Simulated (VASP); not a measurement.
## Sm2B2Rh: single point with PBE

Crystal: Sm2B2Rh.

```
CELL_PARAMETERS angstrom
4.14045 0.00000 0.00000
0.00000 4.14045 0.00000
0.00000 0.00000 5.57725
ATOMIC_POSITIONS crystal
Sm 0.00000 0.50000 0.50000
Sm 0.50000 0.00000 0.50000
B 0.50000 0.50000 0.19907
B 0.50000 0.50000 0.80093
Rh 0.00000 0.00000 0.00000
```

The cell was built from a structure type or drawn by symmetry, and may not be a known phase.

```json
{
  "Program": "VASP 6.6.1",
  "Task": "single point",
  "Functional": "PBE",
  "Potentials or basis": "VASP PAW PBE potentials, release 64 (Sm_3, B, Rh_pv), 4f in core",
  "Cutoff": "500 eV",
  "k mesh": "4 × 4 × 4",
  "Occupations": "gaussian, width 0.1 eV",
  "Spin": "no spin polarisation"
}
```

- Pressure: -3.8 GPa
- Largest force: 3.247 eV/Å
- Band gap on the k mesh: zero (an odd number of electrons rules out a gap without spin polarisation)

Forces on the atoms (eV/Å):
```
Sm   0.000  0.000  0.000
Sm   0.000  0.000  0.000
B    0.000  0.000 -3.247
B    0.000  0.000  3.247
Rh   0.000  0.000  0.000
```

Stress tensor (GPa, compression positive):
```
  3.62   0.00   0.00
  0.00   3.62   0.00
  0.00   0.00 -18.58
```

Levels at points of the mesh, in eV from the Fermi level:
```
           k point  band 18  band 19  band 20  band 21  band 22  band 23  band 24  band 25
(0.00, 0.00, 0.00)    -1.48    -1.35    -0.57    -0.16     0.25     0.25     0.43     0.43
(0.50, 0.00, 0.00)    -1.36    -0.86    -0.49    -0.42    -0.39     1.04     1.58     2.55
(0.50, 0.50, 0.00)    -1.24    -1.23    -0.91    -0.51     0.27     0.35     0.35     1.18
(0.00, 0.00, 0.50)    -1.27    -1.20    -1.20    -1.11    -0.84    -0.61     0.36     2.09
(0.50, 0.00, 0.50)    -1.06    -0.96    -0.93    -0.54     0.32     0.39     1.56     2.17
(0.50, 0.50, 0.50)    -0.85    -0.85    -0.53    -0.13    -0.13    -0.10     0.05     1.63
```

Run time: 50 s on 1 thread of AMD EPYC 7R13 Processor (Zen 3), with other jobs on the host, peak memory 0.18 GiB.

Caveat: the k points lie up to 0.38 Å⁻¹ apart, too coarse for converged energies and pressures of a metal; spin-orbit coupling is left out, which moves the levels of the heavy elements; the 4f electrons are frozen in the core, so they carry no moment and show no levels; forces of over 1 eV/Å act on the atoms, so gaps and moduli don't describe the material at rest. Spin polarisation is off, so any magnetic state and its effect on volume and gap are missing.
